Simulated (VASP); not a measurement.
# BN (Fm-3m) in VASP: a series of runs, part 2 of 2

VASP 6.6.1. The steps go on from the part before.

### 3 G0W0 quasiparticle levels, PBE

The input, POSCAR:

```
BN
1.0
    0.0000000000      1.7458259350      1.7458259350
    1.7458259350      0.0000000000      1.7458259350
    1.7458259350      1.7458259350      0.0000000000
B N
1 1
Direct
    0.0000000000      0.0000000000      0.0000000000
    0.5000000000      0.5000000000      0.5000000000
```

The input, INCAR.step1:

```
PREC = Accurate
ENCUT = 500
EDIFF = 1E-8
ISMEAR = 0
SIGMA = 0.01
LREAL = False
LASPH = True
NELM = 100
ALGO = Normal
LWAVE = True
LCHARG = False
GGA = PE
```

The input, INCAR.step2:

```
PREC = Accurate
ENCUT = 500
EDIFF = 1E-8
ISMEAR = 0
SIGMA = 0.01
LREAL = False
LASPH = True
NELM = 1
ALGO = Exact
LWAVE = True
LCHARG = False
GGA = PE
NBANDS = 94
LOPTICS = True
ISTART = 1
```

The input, INCAR.step3:

```
PREC = Accurate
ENCUT = 500
EDIFF = 1E-8
ISMEAR = 0
SIGMA = 0.01
LREAL = False
LASPH = True
ALGO = EVGW0
LWAVE = False
LCHARG = False
GGA = PE
NELMGW = 1
NBANDS = 94
ENCUTGW = 60.0
NOMEGA = 48
PRECFOCK = Fast
ISTART = 1
NBANDSGW = 12
```

The input, KPOINTS:

```
Automatic mesh
0
Gamma
  4 4 4
```

Potentials or basis: VASP PAW PBE potentials, release 64 (B_GW, N_GW).

Launch:

```bash
cat potpaw_PBE.64/B_GW/POTCAR potpaw_PBE.64/N_GW/POTCAR > POTCAR
cp INCAR.step1 INCAR
mpirun -np 1 vasp_std > vasp.out
cp INCAR.step2 INCAR
mpirun -np 1 vasp_std > vasp.out
cp INCAR.step3 INCAR
mpirun -np 1 vasp_std > vasp.out
```

OUTCAR:

```text
PREC = Accurate
   ENCUT = 500
   EDIFF = 1E-8
   ISMEAR = 0
   LREAL = False
   LASPH = True
   GGA = PE
   NELMGW = 1
   ENCUTGW = 60.0
   PRECFOCK = Fast
   ISTART = 1

 ion  position               nearest neighbor table
   1  0.000  0.000  0.000-   2 1.75   2 1.75   2 1.75   2 1.75   2 1.75   2 1.75
   2  0.500  0.500  0.500-   1 1.75   1 1.75   1 1.75   1 1.75   1 1.75   1 1.75

  LATTYP: Found a face centered cubic cell.
 ALAT       =     3.4916518700

  Lattice vectors:

 A1 = (   0.0000000000,   1.7458259350,   1.7458259350)
 A2 = (   1.7458259350,   0.0000000000,   1.7458259350)
 A3 = (   1.7458259350,   1.7458259350,   0.0000000000)

Analysis of symmetry for initial positions (statically):
=====================================================================
 Subroutine PRICEL returns:
 Original cell was already a primitive cell.

 Routine SETGRP: Setting up the symmetry group for a
 face centered cubic supercell.

 Subroutine GETGRP returns: Found 48 space group operations
 (whereof 48 operations were pure point group operations)
 out of a pool of 48 trial point group operations.

The static configuration has the point symmetry O_h .

Analysis of symmetry for dynamics (positions and initial velocities):
=====================================================================
 Subroutine PRICEL returns:
 Original cell was already a primitive cell.

 Routine SETGRP: Setting up the symmetry group for a
 face centered cubic supercell.

 Subroutine GETGRP returns: Found 48 space group operations
[... 103 lines left out ...]
   IALGO  =     38    algorithm
   IMIX   =      4    mixing-type and parameters
     AMIX     =   0.40;   BMIX     =  1.00
     AMIX_MAG =   1.60;   BMIX_MAG =  1.00
  volume/ion in A,a.u.               =       5.32        35.91
  Fermi-wavevector in a.u.,A,eV,Ry     =   1.488540  2.812933 30.147133  2.215752
  Thomas-Fermi vector in A             =   2.601562
   LORBIT       =      0    0 simple, 1 ext, 2 COOP (PROOUT), +10 PAW based schemes
   GGA     = PE    functional components
   LHFCALC =     T    Hartree Fock is set to
   PRECFOCK=fast      Normal, Fast or Accurate (Low or Medium for compatibility)
   ENCUT4O =  -1.0   cutoff for four orbital integrals eV
   NKREDX  =     1    reduce k-point grid by
   NKREDY  =     1    reduce k-point grid by
   NKREDZ  =     1    reduce k-point grid by
   AEXX    =    1.0000 exact exchange contribution
   HFSCREEN=    0.0000 screening length (either q_TF or 0.3 A-1)
   HFSCREENC=   0.0000 screening length for correlation (either q_TF or 0.3 A-1)
   ENCUTFOCK=  -1.0 apply spherical cutoff to Coloumb kernel
   IVDW    =     0    specifies the selected vdW correction
   LEPSILON=     F    determine dielectric tensor
   LRPA    =     F    only Hartree local field effects (RPA)
   LRPAFORCE           =     F    calculate RPA forces
   ENCUTGW             =  60.0    cutoff for response function in eV
   ENCUTGWSOFT         =  48.0    soft cutoff for Coulomb kernel in GW response function in eV
   ENCUTLF             =  -1.0    cutoff for local field effects
   NELMGW              =     1    number of iterations in solving QP/BSE equation
   NELMHF              =     1    number of iterations in the inner HF iteration
   NKREDLFX            =     1    NKREDLFY  =   1   NKREDLFZ  =   1
 non-spin polarized calculation
 Gauss-broadening in eV      SIGMA  =   0.01
  energy-cutoff  :      500.00
  volume of cell :       10.64
 maximum number of plane-waves:       290
 NGX is ok and might be reduce to    18
  NGX = 10; NGY = 10; NGZ = 10
   NGX =  9   NGY =  9   NGZ =  9
 maximum number of plane-waves:        15
 NGX is ok and might be reduce to    10

 QP shifts <psi_nk| G(iteration)W_0 |psi_nk>: iteration 1
 for sc-GW calculations column KS-energies equals QP-energies in previous step
 and V_xc(KS)=  KS-energies - (<T + V_ion + V_H > + <T+V_H+V_ion>^1  + <V_x>^1)

 k-point   1 :       0.0000    0.0000    0.0000
  band No.  KS-energies  QP-energies   sigma(KS)   V_xc(KS)     V^pw_x(r,r')   Z            occupation Imag(sigma)

      1     -12.0042     -13.0860     -16.7721     -15.3502     -26.4164       0.7608       2.0000       1.8977
      2       9.6514       9.8166     -17.4362     -17.6420     -21.1543       0.8027       2.0000       0.1474
      3       9.6514       9.8166     -17.4362     -17.6420     -21.1543       0.8027       2.0000       0.1474
      4       9.6514       9.8166     -17.4362     -17.6420     -21.1543       0.8027       2.0000       0.1474
      5      19.7387      20.6739     -15.7782     -16.9702      -9.3787       0.7846       0.0000      -0.2313
      6      22.5566      23.8763     -13.0871     -14.7996      -5.6215       0.7707       0.0000      -0.3866
      7      22.5566      23.8763     -13.0871     -14.7996      -5.6215       0.7707       0.0000      -0.3866
      8      22.5566      23.8763     -13.0871     -14.7996      -5.6215       0.7707       0.0000      -0.3866
      9      29.0732      29.7613     -12.0711     -12.8976      -5.8828       0.8325       0.0000      -0.3277
     10      29.0732      29.7613     -12.0711     -12.8976      -5.8828       0.8325       0.0000      -0.3277
     11      29.0732      29.7613     -12.0711     -12.8976      -5.8828       0.8325       0.0000      -0.3277
     12      34.6869      34.9948     -10.5023     -10.8823      -2.9573       0.8104       0.0000      -0.5916
[... 100 lines left out ...]
      1      -3.7816      -4.6541     -18.7406     -17.6052     -26.6068       0.7684       2.0000       0.8602
      2       0.9920       0.6161     -15.5064     -15.0197     -20.9072       0.7724       2.0000       0.3909
      3       0.9920       0.6161     -15.5064     -15.0197     -20.9072       0.7724       2.0000       0.3909
      4       3.5226       3.1539     -15.7392     -15.2706     -20.1867       0.7867       2.0000       0.2500
      5      17.6664      18.8455     -15.1824     -16.6558     -10.0108       0.8002       0.0000      -0.1743
      6      18.2773      19.3415     -12.9559     -14.2934      -6.7515       0.7956       0.0000      -0.1964
      7      24.9517      26.5766     -14.9358     -17.0250      -7.8965       0.7778       0.0000      -0.3702
      8      24.9517      26.5766     -14.9358     -17.0250      -7.8965       0.7778       0.0000      -0.3702
      9      30.2690      31.0819     -11.7794     -12.7861      -4.2790       0.8075       0.0000      -0.6834
     10      30.2690      31.0819     -11.7794     -12.7861      -4.2790       0.8075       0.0000      -0.6834
     11      50.0216      52.0214     -12.7825     -14.9904      -4.8522       0.9057       0.0000      -2.6140
     12      51.0489      52.4293     -11.5968     -13.2375      -3.2049       0.8413       0.0000      -2.0124
```

OUTCAR.step2:

```text
PREC = Accurate
   ENCUT = 500
   EDIFF = 1E-8
   ISMEAR = 0
   LREAL = False
[... 689 lines left out ...]
     0.00000    12.76889    12.76889    12.76889    -0.00000    -0.00000     0.00000
     2.97597    15.24825    15.24825    15.24825    -0.00000    -0.00000     0.00000
     5.95193     7.34757     7.34757     7.34757    -0.00000    -0.00000     0.00000
     8.92790    -8.09279    -8.09279    -8.09279    -0.00000     0.00000    -0.00000
    11.90386    -3.34785    -3.34785    -3.34785     0.00000     0.00000    -0.00000
    14.87983    -1.18563    -1.18563    -1.18563    -0.00000     0.00000    -0.00000
[... 92 lines left out ...]
   291.64460     0.98604     0.98604     0.98604     0.00000     0.00000    -0.00000
   294.62056     0.98633     0.98633     0.98633     0.00000     0.00000    -0.00000
```

Wall time 18 s (1 thread of Intel Xeon Platinum 8259CL at 2.50GHz (Skylake/Cascade Lake), shared host); peak memory 0.14 GiB.

Results:

- Band gap on the k mesh, mean-field level: 1.80 eV, indirect (least direct gap 5.75 eV)
- Quasiparticle gap: 2.11 eV
- Least direct quasiparticle gap: 6.50 eV

Caveat: the k points lie up to 0.78 Å⁻¹ apart; bands, screening cutoff and mesh are small and nothing is extrapolated, so the quasiparticle values aren't converged. A k mesh can miss the band edges.
